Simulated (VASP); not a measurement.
# Cu (Fm-3m) in VASP: notebook

Cu is run at these levels: PBE; tasks: single point.

Everything below comes from runs of VASP 6.6.1. Logs are shortened: lines on timing, memory, paths and dates and some standing lists are left out, and cuts for length are marked.

## 1. The cell of the first run

The structure is cubic, space group Fm-3m (No. 225). The conventional cell has a = 3.629 Å, b = 3.629 Å, c = 3.629 Å, α = 90.00°, β = 90.00°, γ = 90.00°. Within 3.4 Å of Cu (site symmetry m-3m) lie 12 Cu at 2.57 Å.

## 2. Single point, PBE

File INCAR:

```
SYSTEM = Cu
  ALGO = Normal
  EDIFF = 1E-7
  ENCUT = 520
  GGA = PE
  ISIF = 2
  ISMEAR = 1
  LASPH = .TRUE.
  LCHARG = .FALSE.
  LREAL = .FALSE.
  LWAVE = .FALSE.
  NBANDS = 12
  NELM = 100
  PREC = Accurate
  SIGMA = 0.1
```

File KPOINTS:

```
k-points
0
G
  15 15 15
  0 0 0
```

File POSCAR:

```
Cu
1.0
    0.0000000000      1.8145751207      1.8145751207
    1.8145751207      0.0000000000      1.8145751207
    1.8145751207      1.8145751207      0.0000000000
Cu
1
Direct
    0.0000000000      0.0000000000      0.0000000000
```

Potentials or basis: VASP PAW PBE potentials, release 64 (Cu).

Launch:

```console
cat potpaw_PBE.64/Cu/POTCAR > POTCAR
mpirun -np 1 vasp_std > vasp.out
```

OUTCAR:

```text
SYSTEM = Cu
   EDIFF = 1E-7
   ENCUT = 520
   GGA = PE
   ISIF = 2
   ISMEAR = 1
   LASPH = .TRUE.
   LREAL = .FALSE.
   NELM = 100
   PREC = Accurate

 ion  position               nearest neighbor table
   1  0.000  0.000  0.000-

  LATTYP: Found a face centered cubic cell.
 ALAT       =     3.6291502414

  Lattice vectors:

 A1 = (   0.0000000000,   1.8145751207,   1.8145751207)
 A2 = (   1.8145751207,   0.0000000000,   1.8145751207)
 A3 = (   1.8145751207,   1.8145751207,   0.0000000000)

Analysis of symmetry for initial positions (statically):
=====================================================================
 Subroutine PRICEL returns:
 Original cell was already a primitive cell.

 Routine SETGRP: Setting up the symmetry group for a
 face centered cubic supercell.

 Subroutine GETGRP returns: Found 48 space group operations
 (whereof 48 operations were pure point group operations)
 out of a pool of 48 trial point group operations.

The static configuration has the point symmetry O_h .

Analysis of symmetry for dynamics (positions and initial velocities):
=====================================================================
 Subroutine PRICEL returns:
 Original cell was already a primitive cell.

 Routine SETGRP: Setting up the symmetry group for a
 face centered cubic supercell.

 Subroutine GETGRP returns: Found 48 space group operations
 (whereof 48 operations were pure point group operations)
 out of a pool of 48 trial point group operations.

The dynamic configuration has the point symmetry O_h .

 Subroutine INISYM returns: Found 48 space group operations
 (whereof 48 operations are pure point group operations),
 and found     1 'primitive' translations

----------------------------------------------------------------------------------------

                                     Primitive cell

  volume of cell :      11.9496

  direct lattice vectors                    reciprocal lattice vectors
     0.000000000  1.814575121  1.814575121    -0.275546597  0.275546597  0.275546597
     1.814575121  0.000000000  1.814575121     0.275546597 -0.275546597  0.275546597
     1.814575121  1.814575121  0.000000000     0.275546597  0.275546597 -0.275546597

  length of vectors
     2.566196746  2.566196746  2.566196746     0.477260706  0.477260706  0.477260706

  position of ions in fractional coordinates (direct lattice)
     0.000000000  0.000000000  0.000000000

  ion indices of the primitive-cell ions
   primitive index   ion index
                 1           1

----------------------------------------------------------------------------------------

 KPOINTS: k-points

Automatic generation of k-mesh.
 Grid dimensions read from file:
 generate k-points for:   15   15   15

 Generating k-lattice:

  Cartesian coordinates                     Fractional coordinates (reciprocal lattice)
    -0.018369773  0.018369773  0.018369773     0.066666667  0.000000000  0.000000000
     0.018369773 -0.018369773  0.018369773     0.000000000  0.066666667  0.000000000
     0.018369773  0.018369773 -0.018369773     0.000000000  0.000000000  0.066666667

  Length of vectors
     0.031817380  0.031817380  0.031817380

  Shift w.r.t. Gamma in fractional coordinates (k-lattice)
     0.000000000  0.000000000  0.000000000

 Subroutine IBZKPT returns following result:
 ===========================================

 Found    120 irreducible k-points:

 Following reciprocal coordinates:
            Coordinates               Weight
  0.000000  0.000000  0.000000      1.000000
  0.066667  0.000000  0.000000      8.000000
  0.133333  0.000000  0.000000      8.000000
  0.200000  0.000000  0.000000      8.000000
  0.266667  0.000000  0.000000      8.000000
  0.333333  0.000000  0.000000      8.000000
[... 16 lines left out ...]
  0.133333  0.133333  0.000000      6.000000
  0.200000  0.133333  0.000000     24.000000
 [... further k-points ...]
   k-points           NKPTS =    120   k-points in BZ     NKDIM =    120   number of bands    NBANDS=     12
   number of dos      NEDOS =    301   number of ions     NIONS =      1
   total plane-waves  NPLWV =   8000
   dimension x,y,z NGX =    20 NGY =   20 NGZ =   20
   dimension x,y,z NGXF=    40 NGYF=   40 NGZF=   40
   ions per type =               1
   NGX,Y,Z   is equivalent  to a cutoff of  12.96, 12.96, 12.96 a.u.
   NGXF,Y,Z  is equivalent  to a cutoff of  25.91, 25.91, 25.91 a.u.
 SYSTEM =  Cu
   PREC   = accura    normal or accurate (medium, high low for compatibility)
   ISTART =      0    job   : 0-new  1-cont  2-samecut
   ICHARG =      2    charge: 1-file 2-atom 10-const
   ISPIN  =      1    spin polarized calculation?
   LNONCOLLINEAR =      F non collinear calculations
   LSORBIT =      F    spin-orbit coupling
   LASPH  =      T    aspherical Exc in radial PAW
   ENCUT  =  520.0 eV  38.22 Ry    6.18 a.u.   4.77  4.77  4.77*2*pi/ulx,y,z
   NELM   =    100;   NELMIN=  2; NELMDL= -5     # of ELM steps
   EDIFF  = 0.1E-06   stopping-criterion for ELM
   LREAL  =      F    real-space projection
   EDIFFG = 0.1E-05   stopping-criterion for IOM
   NSW    =      0    number of steps for IOM
   IBRION =     -1    ionic relax: 0-MD 1-quasi-New 2-CG
   NFREE  =      0    steps in history (QN), initial steepest desc. (CG)
   ISIF   =      2    stress and relaxation
   ISYM   =      2    0-nonsym 1-usesym 2-fastsym
   POTIM  = 0.5000    time-step for ionic-motion
   TEBEG  =    0.0;   TEEND  =   0.0 temperature during run
   PSTRESS=    0.0 pullay stress
   NELECT =      11.0000    total number of electrons
   NUPDOWN=      -1.0000    fix difference up-down
   EMIN   =  10.00;   EMAX   =-10.00  energy-range for DOS
   EFERMI =   0.00;   METHOD = LEGACY
   ISMEAR =     1;   SIGMA  =   0.10  broadening in eV -4-tet -1-fermi 0-gaus
   EFERMI_NEDOS =   21; number of points for ismear=-14 and -15
   IALGO  =     38    algorithm
   IMIX   =      4    mixing-type and parameters
     AMIX     =   0.40;   BMIX     =  1.00
     AMIX_MAG =   1.60;   BMIX_MAG =  1.00
  volume/ion in A,a.u.               =      11.95        80.64
  Fermi-wavevector in a.u.,A,eV,Ry     =   1.592529  3.009444 34.506411  2.536150
  Thomas-Fermi vector in A             =   2.690900
   LORBIT       =      0    0 simple, 1 ext, 2 COOP (PROOUT), +10 PAW based schemes
   GGA     = PE    functional components
   LHFCALC =     F    Hartree Fock is set to
   AEXX    =    0.0000 exact exchange contribution
   IVDW    =     0    specifies the selected vdW correction
   LEPSILON=     F    determine dielectric tensor
   LRPA    =     F    only Hartree local field effects (RPA)
 non-spin polarized calculation
 Methfessel and Paxton  Order N= 1 SIGMA  =   0.10
  energy-cutoff  :      520.00
  volume of cell :       11.95
 maximum number of plane-waves:       332
   NGX =  9   NGY =  9   NGZ =  9

 number of electron      10.9999998 magnetization

 Free energy of the ion-electron system (eV)
  ---------------------------------------------------
  ext. energy  EPLUGINS =         0.00000000
  ---------------------------------------------------
  free energy    TOTEN  =        -3.72589037 eV

  energy without entropy =       -3.72586442  energy(sigma->0) =       -3.72588172

 E-fermi :   7.5624     XC(G=0): -12.6595

 val. band max:        7.5611251479   @ k =  -0.4667   0.1333   0.0667
 cond. band min:       7.6191641783   @ k =  -0.3333   0.2000   0.0000
 fundamental gap:      0.0580390304
 Fermi energy:         7.5624022537

 k-point     1 :       0.0000    0.0000    0.0000
  band No.  band energies     occupation
      1      -1.8220      2.00000
      2       4.4369      2.00000
      3       4.4369      2.00000
      4       4.4369      2.00000
      5       5.2432      2.00000
      6       5.2432      2.00000
      7      29.9411      0.00000
      8      32.4936      0.00000
      9      32.4936      0.00000
     10      32.4936      0.00000
     11      34.9740      0.00000
     12      34.9740      0.00000

 k-point     2 :       0.0667    0.0000    0.0000
  band No.  band energies     occupation
      1      -1.6615      2.00000
      2       4.4036      2.00000
      3       4.4667      2.00000
      4       4.4667      2.00000
      5       5.2316      2.00000
      6       5.2316      2.00000
      7      28.8952      0.00000
      8      30.9568      0.00000
      9      32.0014      0.00000
     10      32.0014      0.00000
     11      35.6944      0.00000
     12      35.6944      0.00000

 k-point     3 :       0.1333    0.0000    0.0000
  band No.  band energies     occupation
      1      -1.1879      2.00000
      2       4.3173      2.00000
      3       4.5382      2.00000
      4       4.5382      2.00000
      5       5.2139      2.00000
      6       5.2139      2.00000
      7      25.6882      0.00000
      8      30.5038      0.00000
      9      31.1950      0.00000
     10      31.1950      0.00000
     11      36.8660      0.00000
     12      37.0401      0.00000
[... 286 lines left out ...]
 k-point    23 :       0.1333    0.1333    0.0000
  band No.  band energies     occupation
      1      -0.9791      2.00000
      2       4.2001      2.00000
      3       4.6342      2.00000
      4       4.6342      2.00000
      5       5.0364      2.00000
      6       5.3307      2.00000
      7      28.0422      0.00000
      8      28.2457      0.00000
      9      28.2457      0.00000
     10      30.0580      0.00000
     11      34.7556      0.00000
     12      38.6769      0.00000

 k-point    24 :       0.2000    0.1333    0.0000
  band No.  band energies     occupation
      1      -0.4227      2.00000
      2       4.0832      2.00000
      3       4.7022      2.00000
      4       4.7294      2.00000
      5       4.9991      2.00000
      6       5.3799      2.00000
      7      24.9415      0.00000
      8      27.1834      0.00000
      9      28.2663      0.00000
     10      30.3880      0.00000
     11      32.9804      0.00000
     12      38.7656      0.00000

 [... further k-points ...]

------------------------ aborting loop because EDIFF is reached ----------------------------------------

  FORCE on cell =-STRESS in cart. coord.  units (eV):
  Direction    XX          YY          ZZ          XY          YZ          ZX
  --------------------------------------------------------------------------------------
  -------------------------------------------------------------------------------------
  Total        0.0254037      0.0254037      0.0254037     -0.0000000     -0.0000000      0.0000000
  in kB        3.4060617      3.4060617      3.4060617     -0.0000000     -0.0000000      0.0000000
  external PRESSURE =       3.4060617 kB  Pullay stress =       0.0000000 kB

 VOLUME and BASIS-vectors are now :
 -----------------------------------------------------------------------------
  energy-cutoff  :      520.00
  volume of cell :       11.95
      direct lattice vectors                 reciprocal lattice vectors
     0.000000000  1.814575121  1.814575121    -0.275546597  0.275546597  0.275546597
     1.814575121  0.000000000  1.814575121     0.275546597 -0.275546597  0.275546597
     1.814575121  1.814575121  0.000000000     0.275546597  0.275546597 -0.275546597

 POSITION                                       TOTAL-FORCE (eV/Angst)
 -----------------------------------------------------------------------------------
      0.00000      0.00000      0.00000         0.000000      0.000000      0.000000
 -----------------------------------------------------------------------------------
    total drift:                               -0.000000     -0.000000     -0.000000

  FREE ENERGIE OF THE ION-ELECTRON SYSTEM (eV)
  ---------------------------------------------------
  free  energy   TOTEN  =        -3.7258903698 eV

  energy  without entropy=       -3.7258644211  energy(sigma->0) =       -3.72588172
```

It took 35 s on 1 thread of AMD EPYC 7R13, shared host; peak memory 0.1 GiB.

Results:

| Property | Result |
| --- | --- |
| Free energy | -3.7259 eV |
| Pressure | 0.3 GPa |

## 3. Single point, PBE

File INCAR:

```
PREC = Accurate ; ENCUT = 520
EDIFF = 1E-6 ; ISMEAR = 1
SIGMA = 0.3 ; LREAL = F
LASPH = T ; NELM = 100
ALGO = Normal ; ISIF = 2
LWAVE = F ; LCHARG = F
GGA = PE ; NBANDS = 12
```

File KPOINTS:

```
regular mesh
0
Gamma
  15 15 15
```

POSCAR is that of step 2.

Potentials or basis: VASP PAW PBE potentials, release 64 (Cu).

Launch:

```console
cat potpaw_PBE.64/Cu/POTCAR > POTCAR
mpirun -np 1 vasp_std > vasp.out
```

Wall time 36 s (1 thread of AMD EPYC 7R13, shared host); peak memory 0.1 GiB.

Results (log left out):

| Property | Result |
| --- | --- |
| Free energy | -3.7268 eV |
| Pressure | 0.5 GPa |

Levels at points of the mesh, in eV from the Fermi level:
```
           k point  band 2  band 3  band 4  band 5  band 6  band 7  band 8  band 9  band 10  band 11
(0.00, 0.00, 0.00)   -3.09   -3.09   -3.09   -2.28   -2.28   22.41   24.96   24.96    24.96    27.44
```

## 4. Single point, PBE

File INCAR:

```
  PREC = Accurate
  ENCUT = 520
  EDIFF = 1E-6
  ISMEAR = 1
  SIGMA = 0.6
  LREAL = F
  LASPH = T
  NELM = 80
  ALGO = Normal
  ISIF = 2
  LWAVE = F
  LCHARG = T
  GGA = PE
  LELF = T
  LVHAR = T
  NBANDS = 12
```

KPOINTS is that of step 3.

POSCAR is that of step 3.

Launch:

```console
cat potpaw_PBE.64/Cu/POTCAR > POTCAR
mpirun -np 1 vasp_std > vasp.out
```

Run time: 35 s. Hardware: 1 thread of AMD EPYC 7R13, shared host; peak memory 0.1 GiB.

It converged, with:

```yaml
Free_energy: -3.7269 eV
Pressure: 0.6 GPa
```

Levels at points of the mesh, in eV from the Fermi level:
```tsv
k point	band 2	band 3	band 4	band 5	band 6	band 7	band 8	band 9	band 10	band 11
(0.00, 0.00, 0.00)	-3.03	-3.03	-3.03	-2.22	-2.22	22.47	25.02	25.02	25.02	27.50
```

## 5. Summary

| smearing | gap on the mesh (eV) | pressure (GPa) |
| --- | --- | --- |
| methfessel-paxton 0.1 eV | none | 0.3 |
| methfessel-paxton 0.3 eV | none | 0.5 |
| methfessel-paxton 0.6 eV | none | 0.6 |

Alike in all rows: task single point; level PBE; potentials or basis VASP PAW PBE potentials, release 64 (Cu); no spin polarisation; cell as given; k mesh 15 × 15 × 15; cutoff (eV) 520.

Every run on the cell as given and a fine mesh finds a metal.

Total energies depend on the potentials used, so only differences within one code and one set of settings carry meaning.
